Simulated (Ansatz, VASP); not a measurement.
**One calculation of Au, two programs**

File POSCAR:

```
Au
1.0
    2.9869983627      0.0000000000      0.0000000000
   -1.4934991814      2.5868164632      0.0000000000
    0.0000000000      0.0000000000      4.9532000000
Au
2
Direct
    0.3333333333      0.6666666667      0.7500000000
    0.6666666667      0.3333333333      0.2500000000
```

File INCAR.step1:

```
  PREC = Accurate
  ENCUT = 520
  ISMEAR = 0
  SIGMA = 0.15
  LREAL = False
  LASPH = True
  NELM = 60
  NBANDS = 18
  GGA = PE
  ALGO = Normal
  EDIFF = 1E-4
  LWAVE = True
  LCHARG = False
```

The input INCAR.step2:

```
  PREC = Accurate
  ENCUT = 520
  EDIFF = 1E-6
  ISMEAR = 0
  SIGMA = 0.15
  LREAL = False
  LASPH = True
  NELM = 60
  ALGO = Normal
  ISIF = 2
  LWAVE = False
  LCHARG = False
  METAGGA = R2SCAN
  LMIXTAU = True
  NBANDS = 18
  ISTART = 1
```

KPOINTS

```
Automatic mesh
0
Gamma
  18 18 10
```

Input for Ansatz:

```yaml
crystal:
  lattice:
    - [2.9869983627, 0.0, 0.0]
    - [-1.4934991814, 2.5868164632, 0.0]
    - [0.0, 0.0, 4.9532]
  atoms:
    - { symbol: Au, position: [0.3333333333, 0.6666666667, 0.75] }
    - { symbol: Au, position: [0.6666666667, 0.3333333333, 0.25] }
basis:
  ecutwfc: 500
kpoints:
  mp_grid: { grid: [18, 18, 10] }
hamiltonian:
  xc: r2scan
scf:
  occupations: { method: gaussian, width: 0.15 }
output:
  forces: true
  stress: true
  eigenvalues: true
```

Change from the starting cell: strain +0.030 along x and y, +0.015 along z, atoms carried along.

Alike in both runs: task single point; functional r2SCAN; k mesh 18 × 18 × 10; occupations gaussian, width 0.15 eV; no spin polarisation.

```csv
,VASP,Ansatz
version,VASP 6.6.1,Ansatz 0.2.0
potentials or method,"VASP PAW PBE potentials, release 64 (Au), cutoff 520 eV","scalar-relativistic, plane waves, PAW"
valence electrons in the cell,22,38
```

|  | VASP | Ansatz | Ansatz less VASP |
| --- | --- | --- | --- |
| gap on the k mesh at the Fermi level (eV) | none | none | - |
| pressure (GPa) | -9.9 | -10.0 | -0.12 |
| traceless stress, the component that is largest in VASP (GPa) | 0.60 | 0.61 | +0.008 |

VASP's potentials were made for PBE, not for r2SCAN. A gap of «none» marks a metal or a gap that the smearing closes. VASP's potentials hold 22 valence electrons a cell and Ansatz's 38, so a difference there can come from the potentials and not from the codes.

Neither program's run includes spin-orbit coupling.
